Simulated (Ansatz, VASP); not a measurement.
# KF: VASP beside Ansatz

```
CELL_PARAMETERS angstrom
0.00000 2.65441 2.65441
2.65441 0.00000 2.65441
2.65441 2.65441 0.00000
ATOMIC_POSITIONS crystal
K 0.00000 0.00000 0.00000
F 0.50000 0.50000 0.50000
```

Alike in both runs: task single point; functional PBE; dispersion D3(BJ); k mesh 6 × 6 × 6; occupations gaussian, width 0.1 eV; no spin polarisation.

```csv
,VASP,Ansatz
version,VASP 6.6.1,Ansatz 0.2.0
potentials or method,"VASP PAW PBE potentials, release 64 (K_sv, F), cutoff 600 eV","scalar-relativistic, plane waves, PAW"
valence electrons in the cell,16,16
```

|  | VASP | Ansatz | Ansatz less VASP |
| --- | --- | --- | --- |
| gap on the k mesh at the Fermi level (eV) | 6.27 | 6.29 | +0.015 |
| least direct gap on the mesh (eV) | 6.27 | 6.29 | +0.015 |
| pressure (GPa) | 0.7 | 0.7 | -0.03 |
